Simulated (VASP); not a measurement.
# Sr2ZnI6Cl (Fm-3m) in VASP: single point with r2SCAN

Aim: the single point of Sr2ZnI6Cl with r2SCAN.

Program: VASP 6.6.1. These are calculated values, not measurements. Logs are shortened: lines on timing, memory, paths and dates and some standing lists are left out, and cuts for length are marked.

### 1 The cell of the first run

Symmetry: Fm-3m, No. 225, cubic system. Conventional cell: a = 11.051 Å, b = 11.051 Å, c = 11.051 Å, α = 90.00°, β = 90.00°, γ = 90.00°. Within 3.3 Å of Zn (site symmetry m-3m) lie 6 I at 2.49 Å. Within 4.0 Å of Cl (site symmetry m-3m) lie 6 I at 3.04 Å. Within 3.3 Å of I (site symmetry 4mm) lie 1 Zn at 2.49 Å and 1 Cl at 3.04 Å. Within 5.1 Å of Sr (site symmetry -43m) lie 12 I at 3.92 Å and 4 Zn at 4.79 Å and 4 Cl at 4.79 Å.

### 2 Single point, r2SCAN

Contents of POSCAR:

```
Sr2ZnI6Cl
1.0
    0.0000000000      5.5255560000      5.5255560000
    5.5255560000      0.0000000000      5.5255560000
    5.5255560000      5.5255560000      0.0000000000
Zn Cl I Sr
1 1 6 2
Direct
    0.5000000000      0.5000000000      0.5000000000
    0.0000000000      0.0000000000      0.0000000000
    0.7250000000      0.2750000000      0.2750000000
    0.2750000000      0.7250000000      0.2750000000
    0.2750000000      0.7250000000      0.7250000000
    0.7250000000      0.2750000000      0.7250000000
    0.2750000000      0.2750000000      0.7250000000
    0.7250000000      0.7250000000      0.2750000000
    0.2500000000      0.2500000000      0.2500000000
    0.7500000000      0.7500000000      0.7500000000
```

Contents of INCAR.step1:

```
SYSTEM = Sr2ZnI6Cl
  PREC = Accurate
  ENCUT = 520
  ISMEAR = -1
  SIGMA = 0.0292
  LREAL = .FALSE.
  LASPH = .TRUE.
  NELM = 100
  NBANDS = 52
  GGA = PE
  ALGO = Normal
  EDIFF = 1E-4
  LWAVE = .TRUE.
  LCHARG = .FALSE.
```

Contents of INCAR.step2:

```
SYSTEM = Sr2ZnI6Cl
  PREC = Accurate
  ENCUT = 520
  EDIFF = 1E-6
  ISMEAR = -1
  SIGMA = 0.0292
  LREAL = .FALSE.
  LASPH = .TRUE.
  NELM = 100
  ALGO = Normal
  ISIF = 2
  LWAVE = .FALSE.
  LCHARG = .TRUE.
  METAGGA = R2SCAN
  LMIXTAU = .TRUE.
  LELF = .TRUE.
  LVHAR = .TRUE.
  NBANDS = 52
  ISTART = 1
```

Contents of KPOINTS:

```
Automatic mesh
0
G
  3 3 3
  0 0 0
```

Potentials or basis: VASP PAW PBE potentials, release 64 (Zn, Cl, I, Sr_sv).

Started as:

```sh
$ cat potpaw_PBE.64/Zn/POTCAR potpaw_PBE.64/Cl/POTCAR potpaw_PBE.64/I/POTCAR potpaw_PBE.64/Sr_sv/POTCAR > POTCAR
$ cp INCAR.step1 INCAR
$ mpirun -np 1 vasp_std > vasp.out
$ cp INCAR.step2 INCAR
$ mpirun -np 1 vasp_std > vasp.out
```

OUTCAR:

```text
SYSTEM = Sr2ZnI6Cl
   PREC = Accurate
   ENCUT = 520
   EDIFF = 1E-6
   ISMEAR = -1
   LREAL = .FALSE.
   LASPH = .TRUE.
   NELM = 100
   ISIF = 2
   METAGGA = R2SCAN
   ISTART = 1

 ion  position               nearest neighbor table
   1  0.500  0.500  0.500-   3 2.49   4 2.49   5 2.49   6 2.49   7 2.49   8 2.49
   2  0.000  0.000  0.000-   3 3.04   4 3.04   5 3.04   6 3.04   7 3.04   8 3.04
   3  0.725  0.275  0.275-   1 2.49   2 3.04   4 3.52   6 3.52   7 3.52   8 3.52   9 3.92   9 3.92
                            10 3.92  10 3.92
   4  0.275  0.725  0.275-   1 2.49   2 3.04   3 3.52   5 3.52   7 3.52   8 3.52   9 3.92   9 3.92
                            10 3.92  10 3.92
   5  0.275  0.725  0.725-   1 2.49   2 3.04   4 3.52   6 3.52   7 3.52   8 3.52   9 3.92   9 3.92
                            10 3.92  10 3.92
   6  0.725  0.275  0.725-   1 2.49   2 3.04   3 3.52   5 3.52   7 3.52   8 3.52   9 3.92   9 3.92
                            10 3.92  10 3.92
   7  0.275  0.275  0.725-   1 2.49   2 3.04   3 3.52   4 3.52   5 3.52   6 3.52   9 3.92   9 3.92
                            10 3.92  10 3.92
   8  0.725  0.725  0.275-   1 2.49   2 3.04   3 3.52   4 3.52   5 3.52   6 3.52   9 3.92   9 3.92
                            10 3.92  10 3.92
   9  0.250  0.250  0.250-   3 3.92   4 3.92   7 3.92   5 3.92   6 3.92   7 3.92   4 3.92   5 3.92
                             8 3.92   3 3.92   6 3.92   8 3.92
  10  0.750  0.750  0.750-   4 3.92   5 3.92   7 3.92   3 3.92   6 3.92   7 3.92   3 3.92   4 3.92
                             8 3.92   5 3.92   6 3.92   8 3.92

  LATTYP: Found a face centered cubic cell.
 ALAT       =    11.0511120000

  Lattice vectors:

 A1 = (   0.0000000000,   5.5255560000,   5.5255560000)
 A2 = (   5.5255560000,   0.0000000000,   5.5255560000)
 A3 = (   5.5255560000,   5.5255560000,   0.0000000000)

Analysis of symmetry for initial positions (statically):
=====================================================================
 Subroutine PRICEL returns:
 Original cell was already a primitive cell.

 Routine SETGRP: Setting up the symmetry group for a
 face centered cubic supercell.

 Subroutine GETGRP returns: Found 48 space group operations
 (whereof 48 operations were pure point group operations)
 out of a pool of 48 trial point group operations.

The static configuration has the point symmetry O_h .

Analysis of symmetry for dynamics (positions and initial velocities):
=====================================================================
 Subroutine PRICEL returns:
 Original cell was already a primitive cell.

 Routine SETGRP: Setting up the symmetry group for a
 face centered cubic supercell.

 Subroutine GETGRP returns: Found 48 space group operations
 (whereof 48 operations were pure point group operations)
 out of a pool of 48 trial point group operations.

The dynamic configuration has the point symmetry O_h .

 Subroutine INISYM returns: Found 48 space group operations
 (whereof 48 operations are pure point group operations),
 and found     1 'primitive' translations

----------------------------------------------------------------------------------------

                                     Primitive cell

  volume of cell :     337.4100

  direct lattice vectors                    reciprocal lattice vectors
     0.000000000  5.525556000  5.525556000    -0.090488631  0.090488631  0.090488631
     5.525556000  0.000000000  5.525556000     0.090488631 -0.090488631  0.090488631
     5.525556000  5.525556000  0.000000000     0.090488631  0.090488631 -0.090488631

  length of vectors
     7.814316235  7.814316235  7.814316235     0.156730907  0.156730907  0.156730907

  position of ions in fractional coordinates (direct lattice)
     0.500000000  0.500000000  0.500000000
     0.000000000  0.000000000  0.000000000
     0.725000000  0.275000000  0.275000000
     0.275000000  0.725000000  0.275000000
     0.275000000  0.725000000  0.725000000
     0.725000000  0.275000000  0.725000000
     0.275000000  0.275000000  0.725000000
     0.725000000  0.725000000  0.275000000
     0.250000000  0.250000000  0.250000000
     0.750000000  0.750000000  0.750000000

  ion indices of the primitive-cell ions
   primitive index   ion index
                 1           1
                 2           2
                 3           3
                 4           4
                 5           5
                 6           6
                 7           7
                 8           8
                 9           9
                10          10

----------------------------------------------------------------------------------------

 KPOINTS: Automatic mesh

Automatic generation of k-mesh.
 Grid dimensions read from file:
 generate k-points for:    3    3    3

 Generating k-lattice:

  Cartesian coordinates                     Fractional coordinates (reciprocal lattice)
    -0.030162877  0.030162877  0.030162877     0.333333333  0.000000000  0.000000000
     0.030162877 -0.030162877  0.030162877     0.000000000  0.333333333  0.000000000
     0.030162877  0.030162877 -0.030162877     0.000000000  0.000000000  0.333333333

  Length of vectors
     0.052243636  0.052243636  0.052243636

  Shift w.r.t. Gamma in fractional coordinates (k-lattice)
     0.000000000  0.000000000  0.000000000

 Subroutine IBZKPT returns following result:
 ===========================================

 Found      4 irreducible k-points:

 Following reciprocal coordinates:
            Coordinates               Weight
  0.000000  0.000000  0.000000      1.000000
  0.333333  0.000000  0.000000      8.000000
  0.333333  0.333333  0.000000      6.000000
 -0.333333  0.333333  0.000000     12.000000
   k-points           NKPTS =      4   k-points in BZ     NKDIM =      4   number of bands    NBANDS=     52
   number of dos      NEDOS =    301   number of ions     NIONS =     10
   total plane-waves  NPLWV = 216000
   dimension x,y,z NGX =    60 NGY =   60 NGZ =   60
   dimension x,y,z NGXF=   120 NGYF=  120 NGZF=  120
   ions per type =               1   1   6   2
   NGX,Y,Z   is equivalent  to a cutoff of  12.76, 12.76, 12.76 a.u.
   NGXF,Y,Z  is equivalent  to a cutoff of  25.53, 25.53, 25.53 a.u.
 SYSTEM =  Sr2ZnI6Cl
   PREC   = accura    normal or accurate (medium, high low for compatibility)
   ISTART =      1    job   : 0-new  1-cont  2-samecut
   ICHARG =      0    charge: 1-file 2-atom 10-const
   ISPIN  =      1    spin polarized calculation?
   LNONCOLLINEAR =      F non collinear calculations
   LSORBIT =      F    spin-orbit coupling
   LASPH  =      T    aspherical Exc in radial PAW
   ENCUT  =  520.0 eV  38.22 Ry    6.18 a.u.  14.53 14.53 14.53*2*pi/ulx,y,z
   NELM   =    100;   NELMIN=  2; NELMDL=  0     # of ELM steps
   EDIFF  = 0.1E-05   stopping-criterion for ELM
   LREAL  =      F    real-space projection
   EDIFFG = 0.1E-04   stopping-criterion for IOM
   NSW    =      0    number of steps for IOM
   IBRION =     -1    ionic relax: 0-MD 1-quasi-New 2-CG
   NFREE  =      0    steps in history (QN), initial steepest desc. (CG)
   ISIF   =      2    stress and relaxation
   ISYM   =      2    0-nonsym 1-usesym 2-fastsym
   POTIM  = 0.5000    time-step for ionic-motion
   TEBEG  =    0.0;   TEEND  =   0.0 temperature during run
   PSTRESS=    0.0 pullay stress
   NELECT =      81.0000    total number of electrons
   NUPDOWN=      -1.0000    fix difference up-down
   EMIN   =  10.00;   EMAX   =-10.00  energy-range for DOS
   EFERMI =   0.00;   METHOD = LEGACY
   ISMEAR =    -1;   SIGMA  =   0.03  broadening in eV -4-tet -1-fermi 0-gaus
   EFERMI_NEDOS =   21; number of points for ismear=-14 and -15
   IALGO  =     38    algorithm
   IMIX   =      4    mixing-type and parameters
     AMIX     =   0.40;   BMIX     =  1.00
     AMIX_MAG =   1.60;   BMIX_MAG =  1.00
  volume/ion in A,a.u.               =      33.74       227.70
  Fermi-wavevector in a.u.,A,eV,Ry     =   1.017460  1.922720 14.085079  1.035224
  Thomas-Fermi vector in A             =   2.150862
   LORBIT       =      0    0 simple, 1 ext, 2 COOP (PROOUT), +10 PAW based schemes
   METAGGA = R2SCAN    functional components
   LHFCALC =     F    Hartree Fock is set to
   AEXX    =    0.0000 exact exchange contribution
   IVDW    =     0    specifies the selected vdW correction
   LEPSILON=     F    determine dielectric tensor
   LRPA    =     F    only Hartree local field effects (RPA)
 non-spin polarized calculation
  energy-cutoff  :      520.00
  volume of cell :      337.41
 maximum number of plane-waves:      9185
 NGX is ok and might be reduce to    60
   NGX = 29   NGY = 29   NGZ = 29

 number of electron      80.9999990 magnetization

 Free energy of the ion-electron system (eV)
  ---------------------------------------------------
  ext. energy  EPLUGINS =         0.00000000
  ---------------------------------------------------
  free energy    TOTEN  =      -199.71357299 eV

  energy without entropy =     -199.67168085  energy(sigma->0) =     -199.69262692

 E-fermi :   4.4930     XC(G=0):  -9.0342

 val. band max:        4.4929000305   @ k =   0.3333   0.0000   0.0000
 cond. band min:       5.5663540892   @ k =   0.0000   0.0000   0.0000
 fundamental gap:      1.0734540588
 Fermi energy:         4.4929671493

 k-point     1 :       0.0000    0.0000    0.0000
  band No.  band energies     occupation
      1     -34.4894      2.00000
      2     -34.4892      2.00000
      3     -15.7635      2.00000
      4     -15.7635      2.00000
      5     -15.7635      2.00000
      6     -15.7597      2.00000
[... 44 lines left out ...]
     51       7.3483      0.00000
     52       7.8393      0.00000

 k-point     2 :       0.3333    0.0000    0.0000
  band No.  band energies     occupation
      1     -34.4893      2.00000
      2     -34.4892      2.00000
      3     -15.7635      2.00000
      4     -15.7628      2.00000
      5     -15.7628      2.00000
      6     -15.7616      2.00000
[... 44 lines left out ...]
     51       7.6739      0.00000
     52       8.1578      0.00000

 k-point     3 :       0.3333    0.3333    0.0000
  band No.  band energies     occupation
      1     -34.4893      2.00000
      2     -34.4892      2.00000
      3     -15.7656      2.00000
      4     -15.7649      2.00000
      5     -15.7649      2.00000
      6     -15.7595      2.00000
[... 44 lines left out ...]
     51       8.0983      0.00000
     52       8.1009      0.00000

 k-point     4 :      -0.3333    0.3333    0.0000
  band No.  band energies     occupation
      1     -34.4893      2.00000
      2     -34.4893      2.00000
      3     -15.7666      2.00000
      4     -15.7645      2.00000
      5     -15.7640      2.00000
      6     -15.7605      2.00000
[... 44 lines left out ...]
     51       8.0739      0.00000
     52       8.0879      0.00000

------------------------ aborting loop because EDIFF is reached ----------------------------------------

  FORCE on cell =-STRESS in cart. coord.  units (eV):
  Direction    XX          YY          ZZ          XY          YZ          ZX
  --------------------------------------------------------------------------------------
  -------------------------------------------------------------------------------------
  Total       15.0949324     15.0949324     15.0949324      0.0000000      0.0000000     -0.0000000
  in kB       71.6776578     71.6776578     71.6776578      0.0000000      0.0000000     -0.0000000
  external PRESSURE =      71.6776578 kB  Pullay stress =       0.0000000 kB

 VOLUME and BASIS-vectors are now :
 -----------------------------------------------------------------------------
  energy-cutoff  :      520.00
  volume of cell :      337.41
      direct lattice vectors                 reciprocal lattice vectors
     0.000000000  5.525556000  5.525556000    -0.090488631  0.090488631  0.090488631
     5.525556000  0.000000000  5.525556000     0.090488631 -0.090488631  0.090488631
     5.525556000  5.525556000  0.000000000     0.090488631  0.090488631 -0.090488631

 POSITION                                       TOTAL-FORCE (eV/Angst)
 -----------------------------------------------------------------------------------
      5.52556      5.52556      5.52556        -0.000000     -0.000000     -0.000000
      0.00000      0.00000      0.00000        -0.000000     -0.000000     -0.000000
      3.03906      5.52556      5.52556        -2.788759     -0.000000     -0.000000
      5.52556      3.03906      5.52556        -0.000000     -2.788759     -0.000000
      8.01206      5.52556      5.52556         2.788759     -0.000000     -0.000000
      5.52556      8.01206      5.52556        -0.000000      2.788759     -0.000000
      5.52556      5.52556      3.03906        -0.000000     -0.000000     -2.788759
      5.52556      5.52556      8.01206        -0.000000     -0.000000      2.788759
      2.76278      2.76278      2.76278         0.000000      0.000000      0.000000
      8.28833      8.28833      8.28833         0.000000      0.000000      0.000000
 -----------------------------------------------------------------------------------
    total drift:                                0.000000     -0.000000      0.000000

  FREE ENERGIE OF THE ION-ELECTRON SYSTEM (eV)
  ---------------------------------------------------
  free  energy   TOTEN  =      -199.7135729918 eV

  energy  without entropy=     -199.6716808494  energy(sigma->0) =     -199.69262692
```

Wall time 8.6 min (1 thread of Oxide Virtual Turin-like, shared host); peak memory 0.55 GiB.

Results:

```yaml
Free_energy: -199.7136 eV
Pressure: 7.2 GPa
Largest_force: 2.789 eV/Å
```

Forces on the atoms (eV/Å):
```
Zn   0.000  0.000  0.000
Cl   0.000  0.000  0.000
I   -2.789  0.000  0.000
I    0.000 -2.789  0.000
I    2.789  0.000  0.000
I    0.000  2.789  0.000
I    0.000  0.000 -2.789
I    0.000  0.000  2.789
Sr   0.000  0.000  0.000
Sr   0.000  0.000  0.000
```

Levels at points of the mesh, in eV from the Fermi level:
| k point | band 37 | band 38 | band 39 | band 40 | band 41 | band 42 | band 43 | band 44 | band 45 | band 46 |
| --- | --- | --- | --- | --- | --- | --- | --- | --- | --- | --- |
| (0.00, 0.00, 0.00) | -1.26 | -1.26 | -1.26 | -1.15 | -1.15 | 1.07 | 1.09 | 1.82 | 1.82 | 2.40 |

Caveat: the PAW data sets were made with another functional, which shifts forces and pressure a little; spin-orbit coupling is left out, which moves the levels of the heavy elements; an odd number of electrons without spin polarisation forces a metal; a magnetic or distorted state may lie lower.
